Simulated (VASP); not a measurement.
# InAs (P-6m2) in VASP: notebook

InAs is run at these levels: PBE-based screened hybrid with 50 % exact exchange, PBE0; tasks: single point.

Everything below comes from runs of VASP 6.6.1. Logs are shortened: lines on timing, memory, paths and dates and some standing lists are left out, and cuts for length are marked.

**1. The cell of the first run**

Symmetry: P-6m2, No. 187, hexagonal system. The conventional cell has a = 4.731 Å, b = 4.731 Å, c = 2.911 Å, α = 90.00°, β = 90.00°, γ = 120.00°. In (site symmetry -6m2) has 3 As at 2.73 Å and 2 In at 2.91 Å within 3.6 Å. Within 3.6 Å of As (site symmetry -6m2) lie 3 In at 2.73 Å and 2 As at 2.91 Å.

**2. Single point, PBE-based screened hybrid with 50 % exact exchange**

File POSCAR:

```
InAs
1.0
    4.7312200000      0.0000000000      0.0000000000
   -2.3656100000      4.0973600000      0.0000000000
    0.0000000000      0.0000000000      2.9108900000
In As
1 1
Direct
    0.0000000000      0.0000000000      0.0000000000
    0.6666700000      0.3333300000      0.0000000000
```

File INCAR.step1:

```
SYSTEM = InAs
PREC = Accurate ; ENCUT = 520
EDIFF = 1E-5 ; ISMEAR = -1
SIGMA = 0.05 ; LREAL = .False.
LASPH = .True. ; NELM = 80
ALGO = Normal ; ISIF = 2
LWAVE = .True. ; NBANDS = 16
GGA = PE
```

File INCAR.step2:

```
SYSTEM = InAs
PREC = Accurate ; ENCUT = 520
EDIFF = 1E-6 ; ISMEAR = -1
SIGMA = 0.05 ; LREAL = .False.
LASPH = .True. ; NELM = 80
ALGO = Normal ; ISIF = 2
LWAVE = .False. ; LCHARG = .True.
GGA = PE ; LHFCALC = .True.
AEXX = 0.5 ; HFSCREEN = 0.2
PRECFOCK = Normal ; LELF = .True.
LVHAR = .True. ; NBANDS = 16
ISTART = 1
```

File KPOINTS:

```
Automatic mesh
0
Gamma
  4 4 5
  0 0 0
```

Potentials or basis: VASP PAW PBE potentials, release 64 (In_d, As).

Command:

```bash
$ cat potpaw_PBE.64/In_d/POTCAR potpaw_PBE.64/As/POTCAR > POTCAR
$ cp INCAR.step1 INCAR
$ mpirun -np 1 vasp_std > vasp.out
$ cp INCAR.step2 INCAR
$ mpirun -np 1 vasp_std > vasp.out
```

OUTCAR:

```text
SYSTEM = InAs
   PREC = Accurate
   ENCUT = 520
   EDIFF = 1E-6
   ISMEAR = -1
   LREAL = .False.
   LASPH = .True.
   NELM = 80
   ISIF = 2
   GGA = PE
   LHFCALC = .True.
   AEXX = 0.5
   HFSCREEN = 0.2
   PRECFOCK = Normal
   ISTART = 1

 ion  position               nearest neighbor table
   1  0.000  0.000  0.000-   2 2.73   2 2.73   2 2.73
   2  0.667  0.333  0.000-   1 2.73   1 2.73   1 2.73

  LATTYP: Found a hexagonal cell.
 ALAT       =     4.7312200000
 C/A-ratio  =     0.6152514573

  Lattice vectors:

 A1 = (   4.7312200000,   0.0000000000,   0.0000000000)
 A2 = (  -2.3656100000,   4.0973600000,   0.0000000000)
 A3 = (   0.0000000000,   0.0000000000,   2.9108900000)

Analysis of symmetry for initial positions (statically):
=====================================================================
 Subroutine PRICEL returns:
 Original cell was already a primitive cell.

 Routine SETGRP: Setting up the symmetry group for a
 hexagonal supercell.

 Subroutine GETGRP returns: Found  4 space group operations
 (whereof  4 operations were pure point group operations)
 out of a pool of 24 trial point group operations.

The static configuration has the point symmetry C_2v.

Analysis of symmetry for dynamics (positions and initial velocities):
=====================================================================
 Subroutine PRICEL returns:
 Original cell was already a primitive cell.

 Routine SETGRP: Setting up the symmetry group for a
 hexagonal supercell.

 Subroutine GETGRP returns: Found  4 space group operations
 (whereof  4 operations were pure point group operations)
 out of a pool of 24 trial point group operations.

The dynamic configuration has the point symmetry C_2v.

 Subroutine INISYM returns: Found  4 space group operations
 (whereof  4 operations are pure point group operations),
 and found     1 'primitive' translations

----------------------------------------------------------------------------------------

                                     Primitive cell

  volume of cell :      56.4291

  direct lattice vectors                    reciprocal lattice vectors
     4.731220000  0.000000000  0.000000000     0.211361974  0.122029795  0.000000000
    -2.365610000  4.097360000  0.000000000     0.000000000  0.244059590  0.000000000
     0.000000000  0.000000000  2.910890000     0.000000000  0.000000000  0.343537544

  length of vectors
     4.731220000  4.731222848  2.910890000     0.244059737  0.244059590  0.343537544

  position of ions in fractional coordinates (direct lattice)
     0.000000000  0.000000000  0.000000000
     0.666670000  0.333330000  0.000000000

  ion indices of the primitive-cell ions
   primitive index   ion index
                 1           1
                 2           2

----------------------------------------------------------------------------------------

 KPOINTS: Automatic mesh

Automatic generation of k-mesh.
 Grid dimensions read from file:
 generate k-points for:    4    4    5

 Generating k-lattice:

  Cartesian coordinates                     Fractional coordinates (reciprocal lattice)
     0.052840494  0.030507449  0.000000000     0.250000000  0.000000000  0.000000000
     0.000000000  0.061014897  0.000000000     0.000000000  0.250000000  0.000000000
     0.000000000  0.000000000  0.068707509     0.000000000  0.000000000  0.200000000

  Length of vectors
     0.061014934  0.061014897  0.068707509

  Shift w.r.t. Gamma in fractional coordinates (k-lattice)
     0.000000000  0.000000000  0.000000000

 Subroutine IBZKPT returns following result:
 ===========================================

 Found     21 irreducible k-points:

 Following reciprocal coordinates:
            Coordinates               Weight
  0.000000  0.000000  0.000000      1.000000
  0.250000 -0.000000  0.000000      4.000000
 -0.250000  0.250000  0.000000      2.000000
  0.500000 -0.000000  0.000000      2.000000
  0.500000  0.500000  0.000000      1.000000
  0.250000  0.250000  0.000000      2.000000
[... 13 lines left out ...]
  0.250000  0.250000  0.400000      4.000000
 -0.250000  0.500000  0.400000      8.000000
   k-points           NKPTS =     21   k-points in BZ     NKDIM =     80   number of bands    NBANDS=     16
   number of dos      NEDOS =    301   number of ions     NIONS =      2
   total plane-waves  NPLWV =  31104
   dimension x,y,z NGX =    36 NGY =   36 NGZ =   24
   dimension x,y,z NGXF=    72 NGYF=   72 NGZF=   48
   ions per type =               1   1
   NGX,Y,Z   is equivalent  to a cutoff of  12.65, 12.65, 13.71 a.u.
   NGXF,Y,Z  is equivalent  to a cutoff of  25.30, 25.30, 27.41 a.u.
 SYSTEM =  InAs
   PREC   = accura    normal or accurate (medium, high low for compatibility)
   ISTART =      1    job   : 0-new  1-cont  2-samecut
   ICHARG =      0    charge: 1-file 2-atom 10-const
   ISPIN  =      1    spin polarized calculation?
   LNONCOLLINEAR =      F non collinear calculations
   LSORBIT =      F    spin-orbit coupling
   LASPH  =      T    aspherical Exc in radial PAW
   ENCUT  =  520.0 eV  38.22 Ry    6.18 a.u.   8.80  8.80  5.41*2*pi/ulx,y,z
   NELM   =     80;   NELMIN=  2; NELMDL=  0     # of ELM steps
   EDIFF  = 0.1E-05   stopping-criterion for ELM
   LREAL  =      F    real-space projection
   EDIFFG = 0.1E-04   stopping-criterion for IOM
   NSW    =      0    number of steps for IOM
   IBRION =     -1    ionic relax: 0-MD 1-quasi-New 2-CG
   NFREE  =      0    steps in history (QN), initial steepest desc. (CG)
   ISIF   =      2    stress and relaxation
   ISYM   =      3    0-nonsym 1-usesym 2-fastsym
   POTIM  = 0.5000    time-step for ionic-motion
   TEBEG  =    0.0;   TEEND  =   0.0 temperature during run
   PSTRESS=    0.0 pullay stress
   NELECT =      18.0000    total number of electrons
   NUPDOWN=      -1.0000    fix difference up-down
   EMIN   =  10.00;   EMAX   =-10.00  energy-range for DOS
   EFERMI =   0.00;   METHOD = LEGACY
   ISMEAR =    -1;   SIGMA  =   0.05  broadening in eV -4-tet -1-fermi 0-gaus
   EFERMI_NEDOS =   21; number of points for ismear=-14 and -15
   IALGO  =     38    algorithm
   IMIX   =      1    mixing-type and parameters
     AMIX     =   0.40;   BMIX     =  1.00
     AMIX_MAG =   1.60;   BMIX_MAG =  1.00
  volume/ion in A,a.u.               =      28.21       190.40
  Fermi-wavevector in a.u.,A,eV,Ry     =   1.118574  2.113798 17.023710  1.251207
  Thomas-Fermi vector in A             =   2.255206
   LORBIT       =      0    0 simple, 1 ext, 2 COOP (PROOUT), +10 PAW based schemes
   GGA     = PE    functional components
   LHFCALC =     T    Hartree Fock is set to
   PRECFOCK=normal    Normal, Fast or Accurate (Low or Medium for compatibility)
   ENCUT4O =  -1.0   cutoff for four orbital integrals eV
   NKREDX  =     1    reduce k-point grid by
   NKREDY  =     1    reduce k-point grid by
   NKREDZ  =     1    reduce k-point grid by
   AEXX    =    0.5000 exact exchange contribution
   HFSCREEN=    0.2000 screening length (either q_TF or 0.3 A-1)
   HFSCREENC=   0.2000 screening length for correlation (either q_TF or 0.3 A-1)
   ENCUTFOCK=  -1.0 apply spherical cutoff to Coloumb kernel
   IVDW    =     0    specifies the selected vdW correction
   LEPSILON=     F    determine dielectric tensor
   LRPA    =     F    only Hartree local field effects (RPA)
 non-spin polarized calculation
  energy-cutoff  :      520.00
  volume of cell :       56.43
 maximum number of plane-waves:      1541
  NGX = 28; NGY = 28; NGZ = 18

 number of electron      17.9999995 magnetization

 Free energy of the ion-electron system (eV)
  ---------------------------------------------------
  ext. energy  EPLUGINS =         0.00000000
  ---------------------------------------------------
  free energy    TOTEN  =        -9.43589260 eV

  energy without entropy =       -9.42893617  energy(sigma->0) =       -9.43241439

 E-fermi :   4.4477     XC(G=0):  -6.0777

 val. band max:        4.3666407302   @ k =   0.2500   0.2500   0.4000
 cond. band min:       4.8606564540   @ k =  -0.2500   0.2500   0.4000
 fundamental gap:      0.4940157238
 Fermi energy:         4.4476592411

 k-point     1 :       0.0000    0.0000    0.0000
  band No.  band energies     occupation
      1     -14.5264      2.00000
      2     -14.0629      2.00000
      3     -14.0629      2.00000
      4     -13.7593      2.00000
      5     -13.7593      2.00000
      6     -11.0572      2.00000
[... 8 lines left out ...]
     15      19.4912      0.00000
     16      20.6582      0.00000

 k-point     2 :       0.2500   -0.0000    0.0000
  band No.  band energies     occupation
      1     -14.5107      2.00000
      2     -14.1053      2.00000
      3     -14.0434      2.00000
      4     -13.7609      2.00000
      5     -13.7597      2.00000
      6     -10.6709      2.00000
[... 8 lines left out ...]
     15      17.4008      0.00000
     16      18.2315      0.00000

 k-point     3 :      -0.2500    0.2500    0.0000
  band No.  band energies     occupation
      1     -14.5107      2.00000
      2     -14.1053      2.00000
      3     -14.0434      2.00000
      4     -13.7609      2.00000
      5     -13.7597      2.00000
      6     -10.6709      2.00000
[... 8 lines left out ...]
     15      17.4007      0.00000
     16      18.1927      0.00000

 k-point     4 :       0.5000   -0.0000    0.0000
  band No.  band energies     occupation
      1     -14.4937      2.00000
      2     -14.1469      2.00000
      3     -14.0239      2.00000
      4     -13.7623      2.00000
      5     -13.7600      2.00000
      6     -10.1812      2.00000
[... 8 lines left out ...]
     15      15.7675      0.00000
     16      17.3684      0.00000
[... 267 lines left out ...]
 k-point    19 :       0.5000    0.5000    0.4000
  band No.  band energies     occupation
      1     -14.1175      2.00000
      2     -14.1022      2.00000
      3     -14.0462      2.00000
      4     -13.9788      2.00000
      5     -13.7001      2.00000
      6      -7.6572      2.00000
[... 8 lines left out ...]
     15      14.5911      0.00000
     16      15.8442      0.00000

 k-point    20 :       0.2500    0.2500    0.4000
  band No.  band energies     occupation
      1     -14.1158      2.00000
      2     -14.1042      2.00000
      3     -14.0432      2.00000
      4     -13.9802      2.00000
      5     -13.7018      2.00000
      6      -7.6608      2.00000
[... 8 lines left out ...]
     15      14.7923      0.00000
     16      15.6333      0.00000

 k-point    21 :      -0.2500    0.5000    0.4000
  band No.  band energies     occupation
      1     -14.1158      2.00000
      2     -14.1042      2.00000
      3     -14.0432      2.00000
      4     -13.9802      2.00000
      5     -13.7018      2.00000
      6      -7.6608      2.00000
[... 8 lines left out ...]
     15      14.7923      0.00000
     16      15.6333      0.00000

------------------------ aborting loop because EDIFF is reached ----------------------------------------

  FORCE on cell =-STRESS in cart. coord.  units (eV):
  Direction    XX          YY          ZZ          XY          YZ          ZX
  --------------------------------------------------------------------------------------
  -------------------------------------------------------------------------------------
  Total        0.0965853      0.0964170     -1.7565818     -0.0001459      0.0000000      0.0000000
  in kB        2.7423228      2.7375450    -49.8741960     -0.0041415      0.0000000      0.0000000
  external PRESSURE =     -14.7981094 kB  Pullay stress =       0.0000000 kB

 VOLUME and BASIS-vectors are now :
 -----------------------------------------------------------------------------
  energy-cutoff  :      520.00
  volume of cell :       56.43
      direct lattice vectors                 reciprocal lattice vectors
     4.731220000  0.000000000  0.000000000     0.211361974  0.122029795  0.000000000
    -2.365610000  4.097360000  0.000000000     0.000000000  0.244059590  0.000000000
     0.000000000  0.000000000  2.910890000     0.000000000  0.000000000  0.343537544

 POSITION                                       TOTAL-FORCE (eV/Angst)
 -----------------------------------------------------------------------------------
      0.00000      0.00000      0.00000         0.000150     -0.000087      0.000000
      2.36563      1.36577      0.00000        -0.000150      0.000087      0.000000
 -----------------------------------------------------------------------------------
    total drift:                               -0.000013     -0.000017     -0.000000

  FREE ENERGIE OF THE ION-ELECTRON SYSTEM (eV)
  ---------------------------------------------------
  free  energy   TOTEN  =        -9.4358926007 eV

  energy  without entropy=       -9.4289361708  energy(sigma->0) =       -9.43241439
```

Wall time 25 min (1 thread of Intel Xeon Platinum 8375C at 2.90GHz (Ice Lake), shared host); peak memory 0.3 GiB.

What came out:

| Quantity | Value |
| --- | --- |
| Free energy | -9.4359 eV |
| Pressure | -1.5 GPa |
| Band gap on the k mesh | zero (bands 9 and 10 overlap by 1.95 eV) |

Stress tensor (GPa, compression positive):
```
 0.27  0.00  0.00
 0.00  0.27  0.00
 0.00  0.00 -4.99
```

Levels at points of the mesh, in eV from the Fermi level:
| k point | band 5 | band 6 | band 7 | band 8 | band 9 | band 10 | band 11 | band 12 | band 13 | band 14 |
| --- | --- | --- | --- | --- | --- | --- | --- | --- | --- | --- |
| (0.00, 0.00, 0.00) | -18.21 | -15.50 | -4.78 | -3.64 | -3.64 | 2.74 | 2.74 | 5.45 | 6.15 | 10.80 |
| (0.50, 0.00, 0.00) | -18.21 | -14.63 | -9.09 | -4.72 | -1.08 | 5.46 | 5.88 | 7.17 | 8.26 | 10.07 |
| (0.50, 0.50, 0.00) | -18.21 | -14.63 | -9.09 | -4.72 | -1.08 | 5.46 | 5.88 | 7.17 | 8.26 | 10.07 |

Caveat: the k points lie up to 0.43 Å⁻¹ apart, too coarse for converged energies and pressures of a metal; the PAW data sets were made with another functional, which shifts forces and pressure a little; spin-orbit coupling is left out, which moves the levels of the heavy elements.

**3. Single point, PBE0**

POSCAR is that of step 2.

File INCAR.step1:

```
PREC = Accurate
ENCUT = 520
EDIFF = 1E-5
ISMEAR = -1
SIGMA = 0.05
LREAL = F
LASPH = T
NELM = 60
ALGO = Normal
ISIF = 2
LWAVE = T
LCHARG = F
NBANDS = 16
GGA = PE
```

File INCAR.step2:

```
PREC = Accurate
ENCUT = 520
EDIFF = 1E-6
ISMEAR = -1
SIGMA = 0.05
LREAL = F
LASPH = T
NELM = 60
ALGO = Normal
ISIF = 2
LWAVE = F
LCHARG = F
GGA = PE
LHFCALC = T
AEXX = 0.25
PRECFOCK = Normal
NBANDS = 16
ISTART = 1
```

File KPOINTS:

```
regular mesh
0
Gamma
  4 4 5
```

Potentials or basis: VASP PAW PBE potentials, release 64 (In_d, As).

Command:

```bash
$ cat potpaw_PBE.64/In_d/POTCAR potpaw_PBE.64/As/POTCAR > POTCAR
$ cp INCAR.step1 INCAR
$ mpirun -np 1 vasp_std > vasp.out
$ cp INCAR.step2 INCAR
$ mpirun -np 1 vasp_std > vasp.out
```

It took 20 min on 1 thread of Intel Xeon Platinum 8375C at 2.90GHz (Ice Lake), shared host; peak memory 0.2 GiB.

It converged, with:

```yaml
Free_energy: -8.8686 eV
Pressure: -0.2 GPa
Band_gap_on_the_k_mesh: zero (bands 9 and 10 overlap by 2.36 eV)
```

Stress tensor (GPa, compression positive):
```
 1.63  0.00  0.00
 0.00  1.63  0.00
 0.00  0.00 -3.72
```

Levels at points of the mesh, in eV from the Fermi level:
```
           k point  band 5  band 6  band 7  band 8  band 9  band 10  band 11  band 12  band 13  band 14
(0.00, 0.00, 0.00)  -16.44  -14.28   -4.70   -3.33   -3.33     2.87     2.87     5.15     6.19    10.59
(0.50, 0.00, 0.00)  -16.45  -13.47   -8.44   -4.35   -1.22     5.44     5.53     7.00     8.17     9.98
(0.50, 0.50, 0.00)  -16.45  -13.47   -8.44   -4.35   -1.22     5.44     5.53     7.00     8.17     9.98
```

Caveat: the k points lie up to 0.43 Å⁻¹ apart, too coarse for converged energies and pressures of a metal; the PAW data sets were made with another functional, which shifts forces and pressure a little; spin-orbit coupling is left out, which moves the levels of the heavy elements.
